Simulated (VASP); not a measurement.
SrO (hm.eA): single point with PBE

SrO (hm.eA):

```
CELL_PARAMETERS angstrom
3.57130 0.00000 0.00000
0.00000 3.57130 0.00000
0.00000 0.00000 5.31365
ATOMIC_POSITIONS crystal
Sr 0.00000 0.00000 0.00000
Sr 0.50000 0.50000 0.50000
O 0.50000 0.50000 0.00000
O 0.00000 0.00000 0.50000
```

```json
{
  "Program": "VASP 6.6.1",
  "Task": "single point",
  "Functional": "PBE",
  "Potentials or basis": "VASP PAW PBE potentials, release 64 (Sr_sv, O)",
  "Cutoff": "600 eV",
  "k mesh": "6 × 6 × 4",
  "Occupations": "gaussian, width 0.02 eV",
  "Spin": "no spin polarisation"
}
```

| Quantity | Value |
| --- | --- |
| Pressure | 4.1 GPa |
| Band gap on the k mesh | 3.16 eV |

Stress tensor (GPa, compression positive):
```
 6.41  0.00  0.00
 0.00  6.41  0.00
 0.00  0.00 -0.43
```

Levels at points of the mesh, in eV from the valence-band top:
```csv
k point,band 13,band 14,band 15,band 16,band 17,band 18,band 19,band 20
"(0.00, 0.00, 0.00)",-0.08,-0.08,0.00,0.00,3.33,3.88,5.91,6.31
"(0.50, 0.00, 0.00)",-1.14,-1.14,-0.69,-0.69,6.18,6.18,6.82,6.82
"(0.50, 0.50, 0.00)",-0.28,-0.28,-0.06,-0.06,3.16,3.16,7.74,7.74
"(0.00, 0.00, 0.50)",-0.11,-0.11,-0.11,-0.11,4.33,4.33,6.16,6.16
"(0.50, 0.00, 0.50)",-1.22,-1.22,-1.21,-1.21,6.50,6.50,8.40,8.40
"(0.50, 0.50, 0.50)",-0.36,-0.36,-0.36,-0.36,5.73,5.73,5.73,5.73
```

Run time: 110 s on 1 thread of Intel Xeon 8259CL, on a shared host, peak memory 0.21 GiB.

A k mesh can miss the band edges. A hybrid or GW would open this gap; PBE tends to underestimate it.
